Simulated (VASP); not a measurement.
Runs of VASP 6.6.1 on Al5As. The structure is that of space group F-43m (No. 216), or close to it. The cells are those of the table. 

```tsv
task	cell	k mesh	cutoff (eV)	gap on the mesh (eV)	pressure (GPa)	relaxed volume (Å³/atom)
single point	a = 5.324 Å, angles 60.0°, 6 atoms	4 × 4 × 4	520	none	0.1	-
single point	a = 4.974 Å, angles 60.0°, 6 atoms	4 × 4 × 4	520	none	21.2	-
relaxation of cell and atoms	relaxed from a = 4.974 Å, angles 60.0°, 6 atoms	4 × 4 × 4	600	-	0.0	(a)
single point	a = 5.329 Å, angles 60.0°, 6 atoms	10 × 10 × 10	520	none	0.0	-
relaxation of cell and atoms	relaxed from a = 5.324 Å, angles 60.0°, 6 atoms	10 × 10 × 10	600	-	0.0	17.84
```

Alike in all rows: level PBE; potentials or basis VASP PAW PBE potentials, release 64 (Al, As); no spin polarisation; smearing gaussian 0.1 eV.

Q: Fill in the values left out.

A: (a) 17.86.

Caveats: some runs use coarse meshes; the bands computed are all filled at some k points, so no gap is given (some runs); the volume moved by over 15 % at a fixed basis, so the end points are rough (some runs).

A k mesh can miss the band edges, and the runs leave out spin-orbit coupling on As.

A gap of «none» marks levels without a gap at the run's occupations.
